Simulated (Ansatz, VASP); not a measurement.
# Two plane-wave programs on Al2Cu

```
Al Cu
1.0
    -2.97115    2.97115    2.38566
     2.97115   -2.97115    2.38566
     2.97115    2.97115   -2.38566
Al Cu
4 2
Direct
  0.65927 0.15927 0.81853
  0.15927 0.34073 0.50000
  0.34073 0.84073 0.18147
  0.84073 0.65927 0.50000
  0.25000 0.25000 0.00000
  0.75000 0.75000 0.00000
```

Alike in both runs: functional LDA; k mesh 16 × 16 × 16; occupations gaussian, width 0.2 eV; no spin polarisation.

Ansatz relaxed the structure, and its values are those at the end. VASP's run is a single point on that final structure, the one shown.

```csv
,VASP,Ansatz
version,VASP 6.6.1,Ansatz 0.2.0
potentials or method,"VASP PAW LDA potentials, release 64 (Al, Cu)","scalar-relativistic, plane waves, PAW"
plane-wave cutoff (eV),520,420
valence electrons in the cell,34,50
```

Ansatz gave:

```
gap on the k mesh at the Fermi level (eV) : none
pressure (GPa)                            : 0.0
```

Which values does VASP return?

gap on the k mesh at the Fermi level (eV): none; pressure (GPa): 0.3.

LDA's correlation is that of Perdew and Zunger in VASP and of Perdew and Wang (1992) in Ansatz. A gap of «none» marks a metal or a gap that the smearing closes. VASP's potentials hold 34 valence electrons a cell and Ansatz's 50, so a difference there can come from the potentials and not from the codes.
